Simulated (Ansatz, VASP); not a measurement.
One calculation of Rb, two programs

The input POSCAR:

```
Rb
1.0
    8.3193752247      0.0000000000      0.0000000000
   -4.1596876123      7.2047902882      0.0000000000
    0.0000000000      0.0000000000      4.9577208043
Rb
3
Direct
    1.0000000000      1.0000000000      1.0000000000
    0.3333333333      0.6666666667      0.5000000000
    0.6666666667      0.3333333333      0.5000000000
```

File INCAR.step1:

```
SYSTEM = Rb
PREC = Accurate
ENCUT = 520
ISMEAR = -1
SIGMA = 0.1
LREAL = .FALSE.
LASPH = .TRUE.
NELM = 100
NBANDS = 20
GGA = PE
ALGO = Normal
EDIFF = 1E-4
LWAVE = .TRUE.
LCHARG = .FALSE.
```

File INCAR.step2:

```
SYSTEM = Rb
PREC = Accurate
ENCUT = 520
EDIFF = 1E-6
ISMEAR = -1
SIGMA = 0.1
LREAL = .FALSE.
LASPH = .TRUE.
NELM = 100
ALGO = Normal
ISIF = 2
LWAVE = .FALSE.
LCHARG = .FALSE.
METAGGA = R2SCAN
LMIXTAU = .TRUE.
NBANDS = 20
ISTART = 1
```

File KPOINTS:

```
regular mesh
0
G
  5 5 7
  0 0 0
```

Input for Ansatz:

```yaml
crystal:
  lattice:
    - [8.3193752247, 0.0, 0.0]
    - [-4.1596876123, 7.2047902882, 0.0]
    - [0.0, 0.0, 4.9577208043]
  atoms:
    - { symbol: Rb, position: [1.0, 1.0, 1.0] }
    - { symbol: Rb, position: [0.3333333333, 0.6666666667, 0.5] }
    - { symbol: Rb, position: [0.6666666667, 0.3333333333, 0.5] }
hamiltonian:
  xc: r2scan
  pseudopotentials:
    kind: paw
    azcp:
      Rb: "pseudopotentials/Rb.paw.azcp"
basis:
  ecutwfc: 500
  fft_grid_basis: typed
kpoints:
  mp_grid: { grid: [5, 5, 7], shift: [0, 0, 0] }
magnetization:
  spin_polarized: false
scf:
  occupations: { method: fermi_dirac, width: 0.1 }
  lower_state_search: "off"
output:
  stress: true
```

Alike in both runs: task single point; functional r2SCAN; k mesh 5 × 5 × 7; occupations fermi-dirac, width 0.1 eV; no spin polarisation.

|  | VASP | Ansatz |
| --- | --- | --- |
| version | VASP 6.6.1 | Ansatz 0.2.0 |
| potentials or method | VASP PAW PBE potentials, release 64 (Rb_sv), cutoff 520 eV | plane waves (500 eV) with PAW, scalar-relativistic |
| valence electrons in the cell | 27 | 27 |

|  | VASP | Ansatz | Ansatz less VASP |
| --- | --- | --- | --- |
| pressure (GPa) | -0.1 | -0.1 | -0.01 |

VASP's potentials were made for PBE, not for r2SCAN. The functional is the same, so the differences come from potentials, cutoffs and numerics.
